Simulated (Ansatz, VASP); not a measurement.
# Ge in VASP and in Ansatz

File INCAR:

```
SYSTEM = Ge
PREC     = Accurate       ! precision mode
ENCUT    = 520            ! plane-wave cutoff, eV
EDIFF    = 1E-6           ! SCF threshold, eV
ISMEAR   = 0              ! smearing method
SIGMA    = 0.15           ! smearing width, eV
LREAL    = .False.        ! projectors in reciprocal space
LASPH    = .True.         ! aspherical terms in the spheres
NELM     = 80             ! most SCF steps
ALGO     = Normal         ! electronic algorithm
ISIF     = 2              ! what is computed and relaxed
LWAVE    = .False.        ! write WAVECAR
LCHARG   = .False.        ! write CHGCAR
GGA      = PE             ! functional
NBANDS   = 13             ! bands
```

The input KPOINTS:

```
regular mesh
0
Gamma
  20 20 18
  0 0 0
```

POSCAR

```
Ge
1.0
    1.4670064500     -2.7305418000      0.0000000000
    1.4670064500      2.7305418000      0.0000000000
    0.0000000000      0.0000000000      2.5633194500
Ge
1
Direct
    0.5000000000      0.5000000000      0.0000000000
```

Input for Ansatz:

```yaml
crystal:
  lattice:
    - [1.46700645, -2.7305418, 0.0]
    - [1.46700645, 2.7305418, 0.0]
    - [0.0, 0.0, 2.56331945]
  atoms:
    - { symbol: Ge, position: [0.5, 0.5, 0.0] }
basis:
  ecutwfc: 420
kpoints:
  mp_grid: { grid: [20, 20, 18] }
hamiltonian:
  xc: pbe
scf:
  occupations: { method: gaussian, width: 0.15 }
output:
  forces: true
  stress: true
  eigenvalues: true
```

Change from the starting cell: strain +0.050 along x and y, -0.050 along z, atoms carried along.

Alike in both runs: task single point; functional PBE; k mesh 20 × 20 × 18; occupations gaussian, width 0.15 eV; no spin polarisation.

|  | VASP | Ansatz |
| --- | --- | --- |
| version | VASP 6.6.1 | Ansatz 0.2.0 |
| potentials or method | VASP PAW PBE potentials, release 64 (Ge_d), cutoff 520 eV | scalar-relativistic, plane waves, PAW |
| valence electrons in the cell | 14 | 14 |

```tsv
	VASP	Ansatz	Ansatz less VASP
gap on the k mesh at the Fermi level (eV)	none	none	-
pressure (GPa)	-2.3	-2.1	+0.18
traceless stress, the component that is largest in VASP (GPa)	9.50	9.52	+0.016
```

A gap of «none» marks a metal or a gap that the smearing closes.
